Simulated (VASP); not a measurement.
A run of VASP 6.6.1:

INCAR

```
SYSTEM = KCl
  PREC = Accurate
  ENCUT = 520
  EDIFF = 1E-6
  ISMEAR = 0
  SIGMA = 0.05
  LREAL = .False.
  LASPH = .True.
  NELM = 80
  ALGO = Normal
  ISIF = 2
  LWAVE = .False.
  LCHARG = .False.
  GGA = PS
  NBANDS = 24
```

File KPOINTS:

```
Automatic mesh
0
Gamma
  6 6 6
  0 0 0
```

File POSCAR:

```
KCl
1.0
    0.0000000000     -3.1207041401     -3.3391534299
   -3.1207041401      0.0000000000     -3.3391534299
    3.1207041401      3.1207041401     -6.6783068599
K Cl
2 2
Direct
    0.5000000000      0.5000000000      0.5000000000
    0.0000000000      1.0000000000      0.0000000000
    0.7829885571      0.7648586181      0.7500000000
    0.2170114429      0.2351413819      0.2500000000
```

Potentials or basis: VASP PAW PBE potentials, release 64 (K_sv, Cl).

Run with:

```sh
$ cat potpaw_PBE.64/K_sv/POTCAR potpaw_PBE.64/Cl/POTCAR > POTCAR
$ mpirun -np 1 vasp_std > vasp.out
```

Hardware: 1 thread of Intel Xeon 8259CL (shared host).

Task: How long does it take, and how much memory?

Result: Run time: 9.7 min on 1 thread of Intel Xeon 8259CL, with other jobs on the host, peak memory 0.45 GiB. Counts: scf iterations 14, k points 112.
